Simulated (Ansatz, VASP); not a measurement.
Two plane-wave programs on Al5Rh

INCAR

```
SYSTEM = Al5Rh
PREC = Accurate ; ENCUT = 520
EDIFF = 1E-7 ; ISMEAR = 0
SIGMA = 0.1 ; LREAL = .FALSE.
LASPH = .TRUE. ; NELM = 150
ALGO = Fast ; ISIF = 2
LWAVE = .FALSE. ; LCHARG = .FALSE.
ISPIN = 2 ; MAGMOM = 0 0 0 0 0 1
LORBIT = 11 ; LMAXMIX = 4
GGA = PE ; NBANDS = 28
```

KPOINTS

```
regular mesh
0
G
  6 6 4
  0 0 0
```

The input POSCAR:

```
Al5Rh
1.0
    5.1838017450      0.0000000000      0.0000000000
   -2.5919008725      4.4893039994      0.0000000000
    0.0000000000      0.0000000000      7.4302982197
Al Rh
5 1
Direct
    0.0000000000      0.0000000000      0.1848763469
    0.0000000000      0.0000000000      0.8151236531
    0.5000000000      0.0000000000      0.0000000000
    0.0000000000      0.5000000000      0.0000000000
    0.5000000000      0.5000000000      0.0000000000
    0.0000000000      0.0000000000      0.5000000000
```

Input for Ansatz:

```yaml
crystal:
  lattice:
    - [5.183801745, 0.0, 0.0]
    - [-2.5919008725, 4.4893039994, 0.0]
    - [0.0, 0.0, 7.4302982197]
  atoms:
    - { symbol: Al, position: [0.0, 0.0, 0.1848763469] }
    - { symbol: Al, position: [0.0, 0.0, 0.8151236531] }
    - { symbol: Al, position: [0.5, 0.0, 0.0] }
    - { symbol: Al, position: [0.0, 0.5, 0.0] }
    - { symbol: Al, position: [0.5, 0.5, 0.0] }
    - { symbol: Rh, position: [0.0, 0.0, 0.5], spin: 1.0 }
basis:
  ecutwfc: 420
kpoints:
  mp_grid: { grid: [6, 6, 4] }
hamiltonian:
  xc: pbe
scf:
  occupations: { method: gaussian, width: 0.1 }
  lower_state_search: "off"
output:
  forces: true
  stress: true
  eigenvalues: true
  populations: true
magnetization:
  spin_polarized: true
```

Alike in both runs: task single point; functional PBE; k mesh 6 × 6 × 4; occupations gaussian, width 0.1 eV; collinear spin.

|  | VASP | Ansatz |
| --- | --- | --- |
| version | VASP 6.6.1 | Ansatz 0.2.0 |
| potentials or method | VASP PAW PBE potentials, release 64 (Al, Rh_pv), cutoff 520 eV | scalar-relativistic, plane waves, PAW |
| valence electrons in the cell | 30 | 32 |

```tsv
	VASP	Ansatz	Ansatz less VASP
gap on the k mesh at the Fermi level (eV)	none	none	-
pressure (GPa)	0.2	0.2	0.00
traceless stress, the component that is largest in VASP (GPa)	0.44	0.38	-0.065
rms of the force components (eV/Å)	0.015	0.010	-0.0051
net moment per atom (μB)	0.19	0.19	-0.002
size of the moment on the site where the two differ most (μB)	0.88	0.71	-0.162
```

Site moments also hang on the region over which each program counts them. Atom by atom the forces differ by 0.005 eV/Å (rms over components). A gap of «none» marks a metal or a gap that the smearing closes. With one functional, cell and mesh, what is left measures potentials, basis and numerics. VASP's potentials hold 30 valence electrons a cell and Ansatz's 32, so a difference there can come from the potentials and not from the codes.
